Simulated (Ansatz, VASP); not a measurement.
## One calculation of Cu, two programs

Contents of INCAR:

```
  PREC = Accurate
  ENCUT = 520
  EDIFF = 1E-6
  ISMEAR = 0
  SIGMA = 0.15
  LREAL = False
  LASPH = True
  NELM = 60
  ALGO = Normal
  ISIF = 2
  LWAVE = False
  LCHARG = False
  GGA = PE
  NBANDS = 12
```

KPOINTS

```
Automatic mesh
0
Gamma
  22 22 22
```

File POSCAR:

```
Cu
1.0
    0.0000000000      1.8075000000      1.8075000000
    1.8617250000      0.0000000000      1.8075000000
    1.8617250000      1.8075000000      0.0000000000
Cu
1
Direct
    0.0000000000      0.0000000000      0.0000000000
```

Input for Ansatz:

```yaml
crystal:
  lattice:
    - [0.0, 1.8075, 1.8075]
    - [1.861725, 0.0, 1.8075]
    - [1.861725, 1.8075, 0.0]
  atoms:
    - { symbol: Cu, position: [0.0, 0.0, 0.0] }
basis:
  ecutwfc: 420
kpoints:
  mp_grid: { grid: [22, 22, 22] }
hamiltonian:
  xc: pbe
scf:
  occupations: { method: gaussian, width: 0.15 }
output:
  forces: true
  stress: true
  eigenvalues: true
```

Change from the starting cell: strain +0.0300 x Voigt [1, 0, 0, 0, 0, 0], atoms carried along.

Alike in both runs: task single point; functional PBE; k mesh 22 × 22 × 22; occupations gaussian, width 0.15 eV; no spin polarisation.

```csv
,VASP,Ansatz
version,VASP 6.6.1,Ansatz 0.2.0
potentials or method,"VASP PAW PBE potentials, release 64 (Cu), cutoff 520 eV","scalar-relativistic, plane waves, PAW"
valence electrons in the cell,11,19
```

|  | VASP | Ansatz | Ansatz less VASP |
| --- | --- | --- | --- |
| gap on the k mesh at the Fermi level (eV) | none | none | - |
| pressure (GPa) | -1.7 | -2.3 | -0.57 |
| traceless stress, the component that is largest in VASP (GPa) | -1.19 | -1.20 | -0.004 |

A gap of «none» marks a metal or a gap that the smearing closes. The functional is the same, so the differences come from potentials, cutoffs and numerics. VASP's potentials hold 11 valence electrons a cell and Ansatz's 19, so a difference there can come from the potentials and not from the codes.
